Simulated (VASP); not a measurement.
# GaSb (Fm-3m) in VASP: settings compared

GaSb is run at these levels: LDA, PBE; tasks: single point.

All numbers are computed with VASP 6.6.1; they aren't measurements. Logs are shortened: lines on timing, memory, paths and dates and some standing lists are left out, and cuts for length are marked.

### Step 1. The cell of the first run

The structure is cubic, space group Fm-3m (No. 225). The conventional cell has a = 5.746 Å, b = 5.746 Å, c = 5.746 Å, α = 90.00°, β = 90.00°, γ = 90.00°. Ga (site symmetry m-3m) has 6 Sb at 2.87 Å within 3.8 Å. Within 3.8 Å of Sb (site symmetry m-3m) lie 6 Ga at 2.87 Å.

### Step 2. Single point, LDA

INCAR

```
PREC = Accurate
ENCUT = 500
EDIFF = 1E-6
ISMEAR = -1
SIGMA = 0.02
LREAL = False
LASPH = True
NELM = 120
ALGO = Normal
ISIF = 2
LWAVE = False
LCHARG = False
NBANDS = 16
GGA_COMPAT = False
```

KPOINTS

```
Automatic mesh
0
Gamma
  4 4 4
```

POSCAR

```
GaSb
1.0
    0.0000000000      2.8731179453      2.8731179453
    2.8731179453      0.0000000000      2.8731179453
    2.8731179453      2.8731179453      0.0000000000
Ga Sb
1 1
Direct
    0.0000000000      0.0000000000      0.0000000000
    0.5000000000      0.5000000000      0.5000000000
```

Potentials or basis: VASP PAW LDA potentials, release 64 (Ga_d, Sb).

Run with:

```sh
> cat potpaw_LDA.64/Ga_d/POTCAR potpaw_LDA.64/Sb/POTCAR > POTCAR
> mpirun -np 1 vasp_std > vasp.out
```

OUTCAR:

```text
PREC = Accurate
   ENCUT = 500
   EDIFF = 1E-6
   ISMEAR = -1
   LREAL = False
   LASPH = True
   NELM = 120
   ISIF = 2

 ion  position               nearest neighbor table
   1  0.000  0.000  0.000-   2 2.87   2 2.87   2 2.87   2 2.87   2 2.87   2 2.87
   2  0.500  0.500  0.500-   1 2.87   1 2.87   1 2.87   1 2.87   1 2.87   1 2.87

  LATTYP: Found a face centered cubic cell.
 ALAT       =     5.7462358906

  Lattice vectors:

 A1 = (   0.0000000000,   2.8731179453,   2.8731179453)
 A2 = (   2.8731179453,   0.0000000000,   2.8731179453)
 A3 = (   2.8731179453,   2.8731179453,   0.0000000000)

Analysis of symmetry for initial positions (statically):
=====================================================================
 Subroutine PRICEL returns:
 Original cell was already a primitive cell.

 Routine SETGRP: Setting up the symmetry group for a
 face centered cubic supercell.

 Subroutine GETGRP returns: Found 48 space group operations
 (whereof 48 operations were pure point group operations)
 out of a pool of 48 trial point group operations.

The static configuration has the point symmetry O_h .

Analysis of symmetry for dynamics (positions and initial velocities):
=====================================================================
 Subroutine PRICEL returns:
 Original cell was already a primitive cell.

 Routine SETGRP: Setting up the symmetry group for a
 face centered cubic supercell.

 Subroutine GETGRP returns: Found 48 space group operations
 (whereof 48 operations were pure point group operations)
 out of a pool of 48 trial point group operations.

The dynamic configuration has the point symmetry O_h .

 Subroutine INISYM returns: Found 48 space group operations
 (whereof 48 operations are pure point group operations),
 and found     1 'primitive' translations

----------------------------------------------------------------------------------------

                                     Primitive cell

  volume of cell :      47.4341

  direct lattice vectors                    reciprocal lattice vectors
     0.000000000  2.873117945  2.873117945    -0.174026966  0.174026966  0.174026966
     2.873117945  0.000000000  2.873117945     0.174026966 -0.174026966  0.174026966
     2.873117945  2.873117945  0.000000000     0.174026966  0.174026966 -0.174026966

  length of vectors
     4.063202365  4.063202365  4.063202365     0.301423548  0.301423548  0.301423548

  position of ions in fractional coordinates (direct lattice)
     0.000000000  0.000000000  0.000000000
     0.500000000  0.500000000  0.500000000

  ion indices of the primitive-cell ions
   primitive index   ion index
                 1           1
                 2           2

----------------------------------------------------------------------------------------

 KPOINTS: Automatic mesh

Automatic generation of k-mesh.
 Grid dimensions read from file:
 generate k-points for:    4    4    4

 Generating k-lattice:

  Cartesian coordinates                     Fractional coordinates (reciprocal lattice)
    -0.043506742  0.043506742  0.043506742     0.250000000  0.000000000  0.000000000
     0.043506742 -0.043506742  0.043506742     0.000000000  0.250000000  0.000000000
     0.043506742  0.043506742 -0.043506742     0.000000000  0.000000000  0.250000000

  Length of vectors
     0.075355887  0.075355887  0.075355887

  Shift w.r.t. Gamma in fractional coordinates (k-lattice)
     0.000000000  0.000000000  0.000000000

 Subroutine IBZKPT returns following result:
 ===========================================

 Found      8 irreducible k-points:

 Following reciprocal coordinates:
            Coordinates               Weight
  0.000000  0.000000  0.000000      1.000000
  0.250000  0.000000  0.000000      8.000000
  0.500000  0.000000  0.000000      4.000000
  0.250000  0.250000  0.000000      6.000000
  0.500000  0.250000  0.000000     24.000000
 -0.250000  0.250000  0.000000     12.000000
  0.500000  0.500000  0.000000      3.000000
 -0.250000  0.500000  0.250000      6.000000
   k-points           NKPTS =      8   k-points in BZ     NKDIM =      8   number of bands    NBANDS=     16
   number of dos      NEDOS =    301   number of ions     NIONS =      2
   total plane-waves  NPLWV =  27000
   dimension x,y,z NGX =    30 NGY =   30 NGZ =   30
   dimension x,y,z NGXF=    60 NGYF=   60 NGZF=   60
   ions per type =               1   1
   NGX,Y,Z   is equivalent  to a cutoff of  12.27, 12.27, 12.27 a.u.
   NGXF,Y,Z  is equivalent  to a cutoff of  24.55, 24.55, 24.55 a.u.
 SYSTEM =  unknown system
   PREC   = accura    normal or accurate (medium, high low for compatibility)
   ISTART =      0    job   : 0-new  1-cont  2-samecut
   ICHARG =      2    charge: 1-file 2-atom 10-const
   ISPIN  =      1    spin polarized calculation?
   LNONCOLLINEAR =      F non collinear calculations
   LSORBIT =      F    spin-orbit coupling
   LASPH  =      T    aspherical Exc in radial PAW
   ENCUT  =  500.0 eV  36.75 Ry    6.06 a.u.   7.41  7.41  7.41*2*pi/ulx,y,z
   NELM   =    120;   NELMIN=  2; NELMDL= -5     # of ELM steps
   EDIFF  = 0.1E-05   stopping-criterion for ELM
   LREAL  =      F    real-space projection
   EDIFFG = 0.1E-04   stopping-criterion for IOM
   NSW    =      0    number of steps for IOM
   IBRION =     -1    ionic relax: 0-MD 1-quasi-New 2-CG
   NFREE  =      0    steps in history (QN), initial steepest desc. (CG)
   ISIF   =      2    stress and relaxation
   ISYM   =      2    0-nonsym 1-usesym 2-fastsym
   POTIM  = 0.5000    time-step for ionic-motion
   TEBEG  =    0.0;   TEEND  =   0.0 temperature during run
   PSTRESS=    0.0 pullay stress
   NELECT =      18.0000    total number of electrons
   NUPDOWN=      -1.0000    fix difference up-down
   EMIN   =  10.00;   EMAX   =-10.00  energy-range for DOS
   EFERMI =   0.00;   METHOD = LEGACY
   ISMEAR =    -1;   SIGMA  =   0.02  broadening in eV -4-tet -1-fermi 0-gaus
   EFERMI_NEDOS =   21; number of points for ismear=-14 and -15
   IALGO  =     38    algorithm
   IMIX   =      4    mixing-type and parameters
     AMIX     =   0.40;   BMIX     =  1.00
     AMIX_MAG =   1.60;   BMIX_MAG =  1.00
  volume/ion in A,a.u.               =      23.72       160.05
  Fermi-wavevector in a.u.,A,eV,Ry     =   1.185229  2.239758 19.113021  1.404767
  Thomas-Fermi vector in A             =   2.321427
   LORBIT       =      0    0 simple, 1 ext, 2 COOP (PROOUT), +10 PAW based schemes
   GGA     = CA    functional components
   LHFCALC =     F    Hartree Fock is set to
   AEXX    =    0.0000 exact exchange contribution
   IVDW    =     0    specifies the selected vdW correction
   LEPSILON=     F    determine dielectric tensor
   LRPA    =     F    only Hartree local field effects (RPA)
 non-spin polarized calculation
  energy-cutoff  :      500.00
  volume of cell :       47.43
 maximum number of plane-waves:      1243
 NGX is ok and might be reduce to    30
   NGX = 15   NGY = 15   NGZ = 15

 number of electron      17.9999988 magnetization

 Free energy of the ion-electron system (eV)
  ---------------------------------------------------
  ext. energy  EPLUGINS =         0.00000000
  ---------------------------------------------------
  free energy    TOTEN  =        -8.12401970 eV

  energy without entropy =       -8.11885479  energy(sigma->0) =       -8.12143725

 E-fermi :   6.3998     XC(G=0): -10.5038

 val. band max:        6.2644828079   @ k =   0.0000   0.0000   0.0000
 cond. band min:       6.4065527161   @ k =  -0.2500   0.2500   0.0000
 fundamental gap:      0.1420699083
 Fermi energy:         6.3997550480

 k-point     1 :       0.0000    0.0000    0.0000
  band No.  band energies     occupation
      1      -8.2525      2.00000
      2      -8.2525      2.00000
      3      -8.2277      2.00000
      4      -8.2277      2.00000
      5      -8.2277      2.00000
      6      -5.5830      2.00000
[... 8 lines left out ...]
     15      12.7530      0.00000
     16      12.7530      0.00000

 k-point     2 :       0.2500    0.0000    0.0000
  band No.  band energies     occupation
      1      -8.2629      2.00000
      2      -8.2629      2.00000
      3      -8.2291      2.00000
      4      -8.2205      2.00000
      5      -8.2205      2.00000
      6      -4.8034      2.00000
[... 8 lines left out ...]
     15      14.2889      0.00000
     16      14.2889      0.00000

 k-point     3 :       0.5000    0.0000    0.0000
  band No.  band energies     occupation
      1      -8.2743      2.00000
      2      -8.2743      2.00000
      3      -8.2315      2.00000
      4      -8.2122      2.00000
      5      -8.2122      2.00000
      6      -3.2403      2.00000
[... 8 lines left out ...]
     15      17.8263      0.00000
     16      17.8263      0.00000

 k-point     4 :       0.2500    0.2500    0.0000
  band No.  band energies     occupation
      1      -8.2918      2.00000
      2      -8.2472      2.00000
      3      -8.2338      2.00000
      4      -8.2160      2.00000
      5      -8.2160      2.00000
      6      -4.5323      2.00000
[... 8 lines left out ...]
     15      16.2446      0.00000
     16      16.2455      0.00000

 k-point     5 :       0.5000    0.2500    0.0000
  band No.  band energies     occupation
      1      -8.3085      2.00000
      2      -8.2576      2.00000
      3      -8.2309      2.00000
      4      -8.2131      2.00000
      5      -8.2078      2.00000
      6      -3.0132      2.00000
[... 8 lines left out ...]
     15      17.7653      0.00000
     16      18.0323      0.00000

 k-point     6 :      -0.2500    0.2500    0.0000
  band No.  band energies     occupation
      1      -8.2814      2.00000
      2      -8.2710      2.00000
      3      -8.2241      2.00000
      4      -8.2191      2.00000
      5      -8.2145      2.00000
      6      -3.5953      2.00000
[... 8 lines left out ...]
     15      14.8919      0.00000
     16      16.8581      0.00000

 k-point     7 :       0.5000    0.5000    0.0000
  band No.  band energies     occupation
      1      -8.3437      2.00000
      2      -8.2418      2.00000
      3      -8.2400      2.00000
      4      -8.2020      2.00000
      5      -8.2020      2.00000
      6      -2.5307      2.00000
[... 8 lines left out ...]
     15      18.1474      0.00000
     16      19.7757      0.00000

 k-point     8 :      -0.2500    0.5000    0.2500
  band No.  band energies     occupation
      1      -8.3181      2.00000
      2      -8.2599      2.00000
      3      -8.2226      2.00000
      4      -8.2226      2.00000
      5      -8.2020      2.00000
      6      -2.2808      2.00000
[... 8 lines left out ...]
     15      16.4719      0.00000
     16      19.9356      0.00000

------------------------ aborting loop because EDIFF is reached ----------------------------------------

  FORCE on cell =-STRESS in cart. coord.  units (eV):
  Direction    XX          YY          ZZ          XY          YZ          ZX
  --------------------------------------------------------------------------------------
  -------------------------------------------------------------------------------------
  Total       -0.3660956     -0.3660956     -0.3660956      0.0000000      0.0000000      0.0000000
  in kB      -12.3655856    -12.3655856    -12.3655856      0.0000000      0.0000000      0.0000000
  external PRESSURE =     -12.3655856 kB  Pullay stress =       0.0000000 kB

 VOLUME and BASIS-vectors are now :
 -----------------------------------------------------------------------------
  energy-cutoff  :      500.00
  volume of cell :       47.43
      direct lattice vectors                 reciprocal lattice vectors
     0.000000000  2.873117945  2.873117945    -0.174026966  0.174026966  0.174026966
     2.873117945  0.000000000  2.873117945     0.174026966 -0.174026966  0.174026966
     2.873117945  2.873117945  0.000000000     0.174026966  0.174026966 -0.174026966

 POSITION                                       TOTAL-FORCE (eV/Angst)
 -----------------------------------------------------------------------------------
      0.00000      0.00000      0.00000        -0.000000      0.000000      0.000000
      2.87312      2.87312      2.87312         0.000000     -0.000000     -0.000000
 -----------------------------------------------------------------------------------
    total drift:                               -0.000000      0.000000      0.000000

  FREE ENERGIE OF THE ION-ELECTRON SYSTEM (eV)
  ---------------------------------------------------
  free  energy   TOTEN  =        -8.1240197041 eV

  energy  without entropy=       -8.1188547932  energy(sigma->0) =       -8.12143725
```

Run time: 5.4 s. Hardware: 1 thread of Intel Xeon Platinum 8375C at 2.90GHz (Ice Lake), shared host; peak memory 0.15 GiB.

Results:

```
Free energy            : -8.1240 eV
Pressure               : -1.2 GPa
Band gap on the k mesh : zero (bands 9 and 10 overlap by 2.83 eV)
```

Caveat: the k points lie up to 0.47 Å⁻¹ apart, too coarse for converged energies and pressures of a metal; the structure was generated, so it needn't be the stable form of GaSb; spin-orbit coupling is left out, which moves the levels of the heavy elements.

### Step 3. Single point, LDA

INCAR

```
SYSTEM = GaSb
ALGO     = Normal         ! electronic algorithm
EDIFF    = 1E-6           ! SCF threshold, eV
ENCUT    = 500            ! plane-wave cutoff, eV
GGA      = CA             ! functional
GGA_COMPAT= .FALSE.      
ISIF     = 2              ! what is computed and relaxed
ISMEAR   = -1             ! smearing method
LASPH    = .TRUE.         ! aspherical terms in the spheres
LCHARG   = .FALSE.        ! write CHGCAR
LREAL    = .FALSE.        ! projectors in reciprocal space
LWAVE    = .FALSE.        ! write WAVECAR
NBANDS   = 16             ! bands
NELM     = 120            ! most SCF steps
PREC     = Accurate       ! precision mode
SIGMA    = 0.02           ! smearing width, eV
```

KPOINTS

```
k-points
0
G
  8 8 8
  0 0 0
```

POSCAR is that of step 2.

Potentials or basis: VASP PAW LDA potentials, release 64 (Ga_d, Sb).

Run with:

```sh
> cat potpaw_LDA.64/Ga_d/POTCAR potpaw_LDA.64/Sb/POTCAR > POTCAR
> mpirun -np 1 vasp_std > vasp.out
```

OUTCAR:

```text
SYSTEM = GaSb
   EDIFF = 1E-6
   ENCUT = 500
   GGA = CA
   ISIF = 2
   ISMEAR = -1
   LASPH = .TRUE.
   LREAL = .FALSE.
   NELM = 120
   PREC = Accurate

 ion  position               nearest neighbor table
   1  0.000  0.000  0.000-   2 2.87   2 2.87   2 2.87   2 2.87   2 2.87   2 2.87
   2  0.500  0.500  0.500-   1 2.87   1 2.87   1 2.87   1 2.87   1 2.87   1 2.87

  LATTYP: Found a face centered cubic cell.
 ALAT       =     5.7462358906

  Lattice vectors:

[... 644 lines left out ...]

  FORCE on cell =-STRESS in cart. coord.  units (eV):
  Direction    XX          YY          ZZ          XY          YZ          ZX
  --------------------------------------------------------------------------------------
  -------------------------------------------------------------------------------------
  Total       -0.8599942     -0.8599942     -0.8599942     -0.0000000     -0.0000000      0.0000000
  in kB      -29.0479677    -29.0479677    -29.0479677     -0.0000000     -0.0000000      0.0000000
  external PRESSURE =     -29.0479677 kB  Pullay stress =       0.0000000 kB

 VOLUME and BASIS-vectors are now :
 -----------------------------------------------------------------------------
  energy-cutoff  :      500.00
  volume of cell :       47.43
      direct lattice vectors                 reciprocal lattice vectors
     0.000000000  2.873117945  2.873117945    -0.174026966  0.174026966  0.174026966
     2.873117945  0.000000000  2.873117945     0.174026966 -0.174026966  0.174026966
     2.873117945  2.873117945  0.000000000     0.174026966  0.174026966 -0.174026966

 POSITION                                       TOTAL-FORCE (eV/Angst)
 -----------------------------------------------------------------------------------
      0.00000      0.00000      0.00000         0.000000     -0.000000      0.000000
      2.87312      2.87312      2.87312        -0.000000      0.000000     -0.000000
 -----------------------------------------------------------------------------------
    total drift:                               -0.000000      0.000000      0.000000

  FREE ENERGIE OF THE ION-ELECTRON SYSTEM (eV)
  ---------------------------------------------------
  free  energy   TOTEN  =        -8.3753318883 eV

  energy  without entropy=       -8.3742744605  energy(sigma->0) =       -8.37480317
```

stdout:

```text
POSCAR found type information on POSCAR GaSb
 POSCAR found :  2 types and       2 ions
 scaLAPACK will be used
 LDA part: xc-table for (Slater(with rela. corr.)+CA(PZ))
 , standard interpolation
 POSCAR, INCAR and KPOINTS ok, starting setup
 FFT: planning ... GRIDC
 FFT: planning ... GRID_SOFT
 FFT: planning ... GRID
 WAVECAR not read
 entering main loop
```

It took 15 s on 1 thread of Intel Xeon Platinum 8375C at 2.90GHz (Ice Lake), shared host; peak memory 0.16 GiB.

What came out:

```yaml
Free_energy: -8.3753 eV
Pressure: -2.9 GPa
Band_gap_on_the_k_mesh: zero (bands 9 and 10 overlap by 3.23 eV)
```

Caveat: the structure was generated, so it needn't be the stable form of GaSb; spin-orbit coupling is left out, which moves the levels of the heavy elements.

### Step 4. Single point, PBE, non-collinear spin, zero start, spin-orbit coupling

INCAR

```
PREC = Accurate ; ENCUT = 500
EDIFF = 1E-6 ; ISMEAR = -1
SIGMA = 0.02 ; LREAL = F
LASPH = T ; NELM = 200
ALGO = Normal ; ISIF = 2
LWAVE = F ; LCHARG = F
MAGMOM = 0 0 0 0 0 0 ; LORBIT = 11
LSORBIT = T ; GGA_COMPAT = F
LORBMOM = T ; GGA = PE
NBANDS = 30
```

KPOINTS

```
regular mesh
0
Gamma
  6 6 6
```

POSCAR is that of step 3.

Potentials or basis: VASP PAW PBE potentials, release 64 (Ga_d, Sb).

Run with:

```sh
> cat potpaw_PBE.64/Ga_d/POTCAR potpaw_PBE.64/Sb/POTCAR > POTCAR
> mpirun -np 1 vasp_ncl > vasp.out
```

It took 52 s on 1 thread of Intel Xeon Platinum 8375C at 2.90GHz (Ice Lake), shared host; peak memory 0.28 GiB.

Results (log left out):

| Quantity | Value |
| --- | --- |
| Free energy | -6.9996 eV |
| Pressure | 2.0 GPa |
| Net moment | 0.00 μB per cell |
| Valence electrons inside the program's atomic spheres | Ga 11.54; Sb 2.43 |

Moments on the atoms (μB; x, y, z):
```
Ga  0.00 0.00 0.00
Sb  0.00 0.00 0.00
```

Caveat: the structure was generated, so it needn't be the stable form of GaSb.

### Step 5. Summary

```csv
level,potentials or basis,spin,k mesh,gap on the mesh (eV),pressure (GPa)
LDA,"VASP PAW LDA potentials, release 64 (Ga_d, Sb)",off,4 × 4 × 4,none,-1.2
LDA,"VASP PAW LDA potentials, release 64 (Ga_d, Sb)",off,8 × 8 × 8,none,-2.9
PBE,"VASP PAW PBE potentials, release 64 (Ga_d, Sb)","non-collinear, zero start, SOC",6 × 6 × 6,-,2.0
```

Alike in all rows: task single point; cell as given; cutoff (eV) 500; smearing fermi-dirac 0.02 eV.

Caveats: some runs use coarse meshes; the structure was generated, so it needn't be the stable form of GaSb; spin-orbit coupling is left out, which moves the levels of the heavy elements (at least some runs).

Absolute energies hang on the potentials; compare differences alone.

The gap in the log of VASP goes by the Fermi energy; the results here count the filled bands.